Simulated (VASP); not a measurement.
# Mg2Sn (Fm-3m) in VASP: notebook

Mg2Sn is run at these levels: PBEsol, PBEsol+D3(BJ); tasks: single point.

Program: VASP 6.6.1. These are calculated values, not measurements. Logs are shortened: lines on timing, memory, paths and dates and some standing lists are left out, and cuts for length are marked.

## 1. The cell of the first run

The structure is cubic, space group Fm-3m (No. 225). Conventional cell: a = 6.760 Å, b = 6.760 Å, c = 6.760 Å, α = 90.00°, β = 90.00°, γ = 90.00°. Sn (site symmetry m-3m) has 8 Mg at 2.93 Å within 3.9 Å. Within 3.9 Å of Mg (site symmetry -43m) lie 4 Sn at 2.93 Å and 6 Mg at 3.38 Å.

## 2. Single point, PBEsol

Input file INCAR:

```
PREC = Accurate
ENCUT = 600
EDIFF = 1E-6
ISMEAR = 1
SIGMA = 0.5
LREAL = F
LASPH = T
NELM = 120
ALGO = Normal
ISIF = 2
LWAVE = F
LCHARG = F
GGA = PS
NBANDS = 16
GGA_COMPAT = F
```

Input file KPOINTS:

```
Automatic mesh
0
Gamma
  4 4 4
```

Input file POSCAR:

```
Mg2Sn
1.0
    0.0000000000      3.3799352825      3.3799352825
    3.3799352825      0.0000000000      3.3799352825
    3.3799352825      3.3799352825      0.0000000000
Sn Mg
1 2
Direct
    0.0000000000      0.0000000000      0.0000000000
    0.2500000000      0.2500000000      0.2500000000
    0.7500000000      0.7500000000      0.7500000000
```

Potentials or basis: VASP PAW PBE potentials, release 64 (Sn_d, Mg).

Command:

```bash
$ cat potpaw_PBE.64/Sn_d/POTCAR potpaw_PBE.64/Mg/POTCAR > POTCAR
$ mpirun -np 1 vasp_std > vasp.out
```

OUTCAR:

```text
PREC = Accurate
   ENCUT = 600
   EDIFF = 1E-6
   ISMEAR = 1
   LREAL = F
   LASPH = T
   NELM = 120
   ISIF = 2
   GGA = PS

 ion  position               nearest neighbor table
   1  0.000  0.000  0.000-   3 2.93   3 2.93   3 2.93   2 2.93   3 2.93   2 2.93   2 2.93   2 2.93

   2  0.250  0.250  0.250-   1 2.93   1 2.93   1 2.93   1 2.93   3 3.38   3 3.38   3 3.38   3 3.38
                             3 3.38   3 3.38
   3  0.750  0.750  0.750-   1 2.93   1 2.93   1 2.93   1 2.93   2 3.38   2 3.38   2 3.38   2 3.38
                             2 3.38   2 3.38

  LATTYP: Found a face centered cubic cell.
 ALAT       =     6.7598705650

  Lattice vectors:

 A1 = (   0.0000000000,   3.3799352825,   3.3799352825)
 A2 = (   3.3799352825,   0.0000000000,   3.3799352825)
 A3 = (   3.3799352825,   3.3799352825,   0.0000000000)

Analysis of symmetry for initial positions (statically):
=====================================================================
 Subroutine PRICEL returns:
 Original cell was already a primitive cell.

 Routine SETGRP: Setting up the symmetry group for a
 face centered cubic supercell.

 Subroutine GETGRP returns: Found 48 space group operations
 (whereof 48 operations were pure point group operations)
 out of a pool of 48 trial point group operations.

The static configuration has the point symmetry O_h .

Analysis of symmetry for dynamics (positions and initial velocities):
=====================================================================
 Subroutine PRICEL returns:
 Original cell was already a primitive cell.

 Routine SETGRP: Setting up the symmetry group for a
 face centered cubic supercell.

 Subroutine GETGRP returns: Found 48 space group operations
 (whereof 48 operations were pure point group operations)
 out of a pool of 48 trial point group operations.

The dynamic configuration has the point symmetry O_h .

 Subroutine INISYM returns: Found 48 space group operations
 (whereof 48 operations are pure point group operations),
 and found     1 'primitive' translations

----------------------------------------------------------------------------------------

                                     Primitive cell

  volume of cell :      77.2245

  direct lattice vectors                    reciprocal lattice vectors
     0.000000000  3.379935282  3.379935282    -0.147931827  0.147931827  0.147931827
     3.379935282  0.000000000  3.379935282     0.147931827 -0.147931827  0.147931827
     3.379935282  3.379935282  0.000000000     0.147931827  0.147931827 -0.147931827

  length of vectors
     4.779950316  4.779950316  4.779950316     0.256225440  0.256225440  0.256225440

  position of ions in fractional coordinates (direct lattice)
     0.000000000  0.000000000  0.000000000
     0.250000000  0.250000000  0.250000000
     0.750000000  0.750000000  0.750000000

  ion indices of the primitive-cell ions
   primitive index   ion index
                 1           1
                 2           2
                 3           3

----------------------------------------------------------------------------------------

 KPOINTS: Automatic mesh

Automatic generation of k-mesh.
 Grid dimensions read from file:
 generate k-points for:    4    4    4

 Generating k-lattice:

  Cartesian coordinates                     Fractional coordinates (reciprocal lattice)
    -0.036982957  0.036982957  0.036982957     0.250000000  0.000000000  0.000000000
     0.036982957 -0.036982957  0.036982957     0.000000000  0.250000000  0.000000000
     0.036982957  0.036982957 -0.036982957     0.000000000  0.000000000  0.250000000

  Length of vectors
     0.064056360  0.064056360  0.064056360

  Shift w.r.t. Gamma in fractional coordinates (k-lattice)
     0.000000000  0.000000000  0.000000000

 Subroutine IBZKPT returns following result:
 ===========================================

 Found      8 irreducible k-points:

 Following reciprocal coordinates:
            Coordinates               Weight
  0.000000  0.000000  0.000000      1.000000
  0.250000  0.000000  0.000000      8.000000
  0.500000  0.000000  0.000000      4.000000
  0.250000  0.250000  0.000000      6.000000
  0.500000  0.250000  0.000000     24.000000
 -0.250000  0.250000  0.000000     12.000000
  0.500000  0.500000  0.000000      3.000000
 -0.250000  0.500000  0.250000      6.000000
   k-points           NKPTS =      8   k-points in BZ     NKDIM =      8   number of bands    NBANDS=     16
   number of dos      NEDOS =    301   number of ions     NIONS =      3
   total plane-waves  NPLWV =  64000
   dimension x,y,z NGX =    40 NGY =   40 NGZ =   40
   dimension x,y,z NGXF=    80 NGYF=   80 NGZF=   80
   ions per type =               1   2
   NGX,Y,Z   is equivalent  to a cutoff of  13.91, 13.91, 13.91 a.u.
   NGXF,Y,Z  is equivalent  to a cutoff of  27.82, 27.82, 27.82 a.u.
 SYSTEM =  unknown system
   PREC   = accura    normal or accurate (medium, high low for compatibility)
   ISTART =      0    job   : 0-new  1-cont  2-samecut
   ICHARG =      2    charge: 1-file 2-atom 10-const
   ISPIN  =      1    spin polarized calculation?
   LNONCOLLINEAR =      F non collinear calculations
   LSORBIT =      F    spin-orbit coupling
   LASPH  =      T    aspherical Exc in radial PAW
   ENCUT  =  600.0 eV  44.10 Ry    6.64 a.u.   9.55  9.55  9.55*2*pi/ulx,y,z
   NELM   =    120;   NELMIN=  2; NELMDL= -5     # of ELM steps
   EDIFF  = 0.1E-05   stopping-criterion for ELM
   LREAL  =      F    real-space projection
   EDIFFG = 0.1E-04   stopping-criterion for IOM
   NSW    =      0    number of steps for IOM
   IBRION =     -1    ionic relax: 0-MD 1-quasi-New 2-CG
   NFREE  =      0    steps in history (QN), initial steepest desc. (CG)
   ISIF   =      2    stress and relaxation
   ISYM   =      2    0-nonsym 1-usesym 2-fastsym
   POTIM  = 0.5000    time-step for ionic-motion
   TEBEG  =    0.0;   TEEND  =   0.0 temperature during run
   PSTRESS=    0.0 pullay stress
   NELECT =      18.0000    total number of electrons
   NUPDOWN=      -1.0000    fix difference up-down
   EMIN   =  10.00;   EMAX   =-10.00  energy-range for DOS
   EFERMI =   0.00;   METHOD = LEGACY
   ISMEAR =     1;   SIGMA  =   0.50  broadening in eV -4-tet -1-fermi 0-gaus
   EFERMI_NEDOS =   21; number of points for ismear=-14 and -15
   IALGO  =     38    algorithm
   IMIX   =      4    mixing-type and parameters
     AMIX     =   0.40;   BMIX     =  1.00
     AMIX_MAG =   1.60;   BMIX_MAG =  1.00
  volume/ion in A,a.u.               =      25.74       173.71
  Fermi-wavevector in a.u.,A,eV,Ry     =   1.007505  1.903909 13.810820  1.015067
  Thomas-Fermi vector in A             =   2.140314
   LORBIT       =      0    0 simple, 1 ext, 2 COOP (PROOUT), +10 PAW based schemes
   GGA     = PS    functional components
   LHFCALC =     F    Hartree Fock is set to
   AEXX    =    0.0000 exact exchange contribution
   IVDW    =     0    specifies the selected vdW correction
   LEPSILON=     F    determine dielectric tensor
   LRPA    =     F    only Hartree local field effects (RPA)
 non-spin polarized calculation
 Methfessel and Paxton  Order N= 1 SIGMA  =   0.50
  energy-cutoff  :      600.00
  volume of cell :       77.22
 maximum number of plane-waves:      2637
 NGX is ok and might be reduce to    40
   NGX = 19   NGY = 19   NGZ = 19

 number of electron      18.0000002 magnetization

 Free energy of the ion-electron system (eV)
  ---------------------------------------------------
  ext. energy  EPLUGINS =         0.00000000
  ---------------------------------------------------
  free energy    TOTEN  =        -8.13942689 eV

  energy without entropy =       -8.17699142  energy(sigma->0) =       -8.15194840

 E-fermi :   4.1291     XC(G=0):  -8.8533

 val. band max:        4.0612826811   @ k =   0.5000   0.5000   0.0000
 cond. band min:       4.2159073561   @ k =   0.0000   0.0000   0.0000
 fundamental gap:      0.1546246749
 Fermi energy:         4.1290776992

 k-point     1 :       0.0000    0.0000    0.0000
  band No.  band energies     occupation
      1     -16.6326      2.00000
      2     -16.6326      2.00000
      3     -16.6326      2.00000
      4     -16.5934      2.00000
      5     -16.5934      2.00000
      6      -4.9087      2.00000
      7       4.2159      0.71093
      8       4.2159      0.71093
      9       4.2159      0.71093
     10       5.5694     -0.00036
     11       6.3554     -0.00000
     12       6.3554     -0.00000
     13       6.3554     -0.00000
     14       8.2571     -0.00000
     15       9.6618     -0.00000
     16       9.6618     -0.00000

 k-point     2 :       0.2500    0.0000    0.0000
  band No.  band energies     occupation
      1     -16.6323      2.00000
      2     -16.6309      2.00000
      3     -16.6309      2.00000
      4     -16.5931      2.00000
      5     -16.5931      2.00000
      6      -4.4225      2.00000
      7       1.2641      2.00000
      8       3.6993      2.00755
      9       3.6993      2.00755
     10       5.2625     -0.00616
     11       6.8367     -0.00000
     12       6.8367     -0.00000
     13       8.6489     -0.00000
     14       8.7230     -0.00000
     15       8.7230     -0.00000
     16       8.7879     -0.00000

 k-point     3 :       0.5000    0.0000    0.0000
  band No.  band energies     occupation
      1     -16.6319      2.00000
      2     -16.6293      2.00000
      3     -16.6293      2.00000
      4     -16.5927      2.00000
      5     -16.5927      2.00000
      6      -3.6427      2.00000
      7      -0.6189      2.00000
      8       3.3841      2.05619
      9       3.3841      2.05619
     10       4.8666     -0.05750
     11       6.4074     -0.00000
     12       6.4074     -0.00000
     13       8.0822     -0.00000
     14      11.0905     -0.00000
     15      11.0905     -0.00000
     16      11.6936     -0.00000

 k-point     4 :       0.2500    0.2500    0.0000
  band No.  band energies     occupation
      1     -16.6343      2.00000
      2     -16.6291      2.00000
      3     -16.6291      2.00000
      4     -16.5945      2.00000
      5     -16.5918      2.00000
      6      -4.2548      2.00000
      7       1.5858      2.00000
      8       2.8238      2.00139
      9       2.8238      2.00139
     10       4.8157     -0.06541
     11       5.6891     -0.00009
     12       8.6813     -0.00000
     13       8.6813     -0.00000
     14       9.1890     -0.00000
     15      10.3355     -0.00000
     16      11.1175     -0.00000

 k-point     5 :       0.5000    0.2500    0.0000
  band No.  band energies     occupation
      1     -16.6331      2.00000
      2     -16.6282      2.00000
      3     -16.6274      2.00000
      4     -16.5943      2.00000
      5     -16.5915      2.00000
      6      -3.4483      2.00000
      7      -0.0208      2.00000
      8       1.4306      2.00000
      9       2.5946      2.00013
     10       4.8182     -0.06508
     11       6.9831     -0.00000
     12       8.1225     -0.00000
     13       8.3079     -0.00000
     14      10.9186     -0.00000
     15      11.1641     -0.00000
     16      11.6797     -0.00000

 k-point     6 :      -0.2500    0.2500    0.0000
  band No.  band energies     occupation
      1     -16.6309      2.00000
      2     -16.6302      2.00000
      3     -16.6291      2.00000
      4     -16.5930      2.00000
      5     -16.5929      2.00000
      6      -3.7443      2.00000
      7       0.4959      2.00000
      8       1.2119      2.00000
      9       3.2822      2.03764
     10       5.5342     -0.00052
     11       7.7514     -0.00000
     12       7.8524     -0.00000
     13       7.9343     -0.00000
     14       8.0918     -0.00000
     15      10.8440     -0.00000
     16      11.2059     -0.00000

 k-point     7 :       0.5000    0.5000    0.0000
  band No.  band energies     occupation
      1     -16.6360      2.00000
      2     -16.6257      2.00000
      3     -16.6257      2.00000
      4     -16.5956      2.00000
      5     -16.5902      2.00000
      6      -3.1342      2.00000
      7      -0.3904      2.00000
      8       2.1007      2.00000
      9       2.1007      2.00000
     10       4.0613      1.22717
     11       4.2984      0.46156
     12      11.3973     -0.00000
     13      11.3973     -0.00000
     14      11.6337     -0.00000
     15      12.3223     -0.00000
     16      12.3223     -0.00000

 k-point     8 :      -0.2500    0.5000    0.2500
  band No.  band energies     occupation
      1     -16.6309      2.00000
      2     -16.6309      2.00000
      3     -16.6256      2.00000
      4     -16.5943      2.00000
      5     -16.5915      2.00000
      6      -3.1007      2.00000
      7       0.4223      2.00000
      8       0.4223      2.00000
      9       1.4878      2.00000
     10       6.8069     -0.00000
     11       7.1837     -0.00000
     12       7.1837     -0.00000
     13       7.4479     -0.00000
     14      11.8982     -0.00000
     15      11.8982     -0.00000
     16      12.5706     -0.00000

------------------------ aborting loop because EDIFF is reached ----------------------------------------

  FORCE on cell =-STRESS in cart. coord.  units (eV):
  Direction    XX          YY          ZZ          XY          YZ          ZX
  --------------------------------------------------------------------------------------
  -------------------------------------------------------------------------------------
  Total       -0.2766464     -0.2766464     -0.2766464     -0.0000000      0.0000000     -0.0000000
  in kB       -5.7395843     -5.7395843     -5.7395843     -0.0000000      0.0000000     -0.0000000
  external PRESSURE =      -5.7395843 kB  Pullay stress =       0.0000000 kB

 VOLUME and BASIS-vectors are now :
 -----------------------------------------------------------------------------
  energy-cutoff  :      600.00
  volume of cell :       77.22
      direct lattice vectors                 reciprocal lattice vectors
     0.000000000  3.379935282  3.379935282    -0.147931827  0.147931827  0.147931827
     3.379935282  0.000000000  3.379935282     0.147931827 -0.147931827  0.147931827
     3.379935282  3.379935282  0.000000000     0.147931827  0.147931827 -0.147931827

 POSITION                                       TOTAL-FORCE (eV/Angst)
 -----------------------------------------------------------------------------------
      0.00000      0.00000      0.00000         0.000000      0.000000     -0.000000
      1.68997      1.68997      1.68997        -0.000000     -0.000000      0.000000
      5.06990      5.06990      5.06990        -0.000000      0.000000     -0.000000
 -----------------------------------------------------------------------------------
    total drift:                               -0.000000      0.000000     -0.000000

  FREE ENERGIE OF THE ION-ELECTRON SYSTEM (eV)
  ---------------------------------------------------
  free  energy   TOTEN  =        -8.1394268885 eV

  energy  without entropy=       -8.1769914174  energy(sigma->0) =       -8.15194840
```

Wall time 27 s (1 thread of Intel Xeon 8259CL, shared host); peak memory 0.24 GiB.

What came out:

```
Free energy            : -8.1394 eV
Pressure               : -0.6 GPa
Band gap on the k mesh : zero (bands 9 and 10 overlap by 0.15 eV)
```

Caveat: the k points lie up to 0.40 Å⁻¹ apart; so wide a smearing shifts energies and pressures; the structure was generated, so it needn't be the stable form of Mg2Sn; the PAW data sets were made with another functional, which shifts forces and pressure a little; spin-orbit coupling is left out, which moves the levels of the heavy elements.

## 3. Single point, PBEsol+D3(BJ)

Input file INCAR:

```
PREC = Accurate
ENCUT = 600
EDIFF = 1E-6
ISMEAR = -1
SIGMA = 0.02
LREAL = F
LASPH = T
NELM = 120
ALGO = Normal
ISIF = 2
LWAVE = F
LCHARG = T
GGA = PS
IVDW = 12
LELF = T
LVHAR = T
NBANDS = 16
GGA_COMPAT = F
```

Input file KPOINTS:

```
regular mesh
0
Gamma
  4 4 4
```

POSCAR is that of step 2.

Potentials or basis: VASP PAW PBE potentials, release 64 (Sn_d, Mg).

Command:

```bash
$ cat potpaw_PBE.64/Sn_d/POTCAR potpaw_PBE.64/Mg/POTCAR > POTCAR
$ mpirun -np 1 vasp_std > vasp.out
```

It took 35 s on 1 thread of Intel Xeon 8259CL, shared host; peak memory 0.24 GiB.

The run converged. Its results:

```
Free energy                : -9.0103 eV
Pressure                   : -2.0 GPa
Band gap on the k mesh     : zero (bands 9 and 10 overlap by 0.13 eV)
Dispersion energy per atom : -0.287 eV
```

Levels at points of the mesh, in eV from the Fermi level:
```csv
k point,band 7,band 8,band 9,band 10,band 11,band 12
"(0.00, 0.00, 0.00)",0.07,0.07,0.07,1.43,2.22,2.22
"(0.50, 0.00, 0.00)",-4.75,-0.76,-0.76,0.73,2.28,2.28
"(0.50, 0.50, 0.00)",-4.53,-2.04,-2.04,-0.07,0.17,7.26
```

Caveat: the k points lie up to 0.40 Å⁻¹ apart; the structure was generated, so it needn't be the stable form of Mg2Sn; the PAW data sets were made with another functional, which shifts forces and pressure a little; spin-orbit coupling is left out, which moves the levels of the heavy elements.

(Part 1 of 2 ends here.)

The gap in the log of VASP goes by the Fermi energy; the results here count the filled bands.